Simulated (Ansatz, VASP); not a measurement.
# SrHf2O5 in VASP and in Ansatz

```
CELL_PARAMETERS angstrom
1.98495 -5.53908 0.00000
1.98495 5.53908 0.00000
0.00000 0.00000 11.36060
ATOMIC_POSITIONS crystal
Sr 0.19128 0.80872 0.75000
Sr 0.80872 0.19128 0.25000
Hf 0.87013 0.12987 0.56393
Hf 0.87013 0.12987 0.93607
Hf 0.12987 0.87013 0.43607
Hf 0.12987 0.87013 0.06393
O 0.04510 0.95490 0.60072
O 0.04510 0.95490 0.89928
O 0.30959 0.69041 0.94601
O 0.30959 0.69041 0.55399
O 0.95490 0.04510 0.39928
O 0.95490 0.04510 0.10072
O 0.69041 0.30959 0.44601
O 0.69041 0.30959 0.05399
O 0.18128 0.81872 0.25000
O 0.81872 0.18128 0.75000
```

Alike in both runs: functional PBE; k mesh 6 × 6 × 2; occupations gaussian, width 0.02 eV; no spin polarisation.

Ansatz relaxed the structure, and its values are those at the end. VASP's run is a single point on that final structure, the one shown.

|  | VASP | Ansatz |
| --- | --- | --- |
| version | VASP 6.6.1 | Ansatz 0.2.0 |
| potentials or method | VASP PAW PBE potentials, release 64 (Sr_sv, Hf_pv, O), cutoff 520 eV | scalar-relativistic, plane waves, PAW |
| valence electrons in the cell | 120 | 184 |

```tsv
	VASP	Ansatz	Ansatz less VASP
gap on the k mesh at the Fermi level (eV)	4.56	4.52	-0.034
least direct gap on the mesh (eV)	4.56	4.52	-0.034
pressure (GPa)	-1.2	0.0	+1.21
rms of the force components (eV/Å)	0.073	0.002	-0.0718
```

VASP's potentials hold 120 valence electrons a cell and Ansatz's 184, so a difference there can come from the potentials and not from the codes.

Spin-orbit coupling is off throughout.
